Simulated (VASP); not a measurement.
Al:

```xyz
4
Lattice="-1.3877 1.4553 -1.9748 -1.2998 -4.3207 -2.0050 -4.2140 -1.3674 2.0731" Properties=species:S:1:pos:R:3 pbc="T T T"
Al   -4.1820    0.0648    0.1449
Al   -2.6813   -4.3423   -1.9186
Al   -2.7521   -1.3455   -2.0648
Al   -4.1875   -2.8426    0.0250
```

* Program: VASP 6.6.1
* Task: relaxation of cell and atoms
* Functional: PBE
* Potentials or basis: VASP PAW PBE potentials, release 64 (Al)
* Cutoff: 600 eV
* k mesh: 8 × 6 × 6
* Occupations: gaussian, width 0.2 eV
* Spin: no spin polarisation

At the start: pressure 2.0 GPa; volume 16.22 Å³/atom.

Q: How do energy, volume and symmetry change on relaxing?

A: Over 11 steps the energy falls by 23.5 meV/atom and the volume is 16.53 Å³/atom (+1.9 %); space group Immm (No. 71, to 0.05 Å).

The path:
| step | energy change (eV) | largest force (eV/Å) | pressure (GPa) | volume (Å³) |
| --- | --- | --- | --- | --- |
| 1 | 0.0000 | 0.5870 | 2.01 | 64.90 |
| 2 | -0.0553 | 0.2671 | -0.65 | 66.82 |
| 3 | -0.0600 | 0.2032 | -1.54 | 67.59 |
| 4 | -0.0776 | 0.1694 | -0.37 | 66.44 |
| 5 | -0.0801 | 0.1706 | 0.30 | 65.85 |
| 6 | -0.0851 | 0.1342 | 0.16 | 65.94 |
| 7 | -0.0905 | 0.0600 | -0.12 | 66.15 |
| 8 | -0.0925 | 0.0493 | 0.07 | 65.98 |
| 9 | -0.0934 | 0.0412 | 0.30 | 65.77 |
| 10 | -0.0939 | 0.0165 | -0.36 | 66.33 |
| 11 | -0.0941 | 0.0241 | -0.14 | 66.14 |

Final structure:
```
Al
1.0
    -1.45045    1.45254   -2.05206
    -1.43599   -4.26079   -1.99355
    -4.26588   -1.43710    2.00418
Al
4
Direct
  0.74722 0.99993 0.75014
  0.25015 0.99985 0.25043
  0.75015 0.50022 0.24946
  0.25248 0.50001 0.74997
```
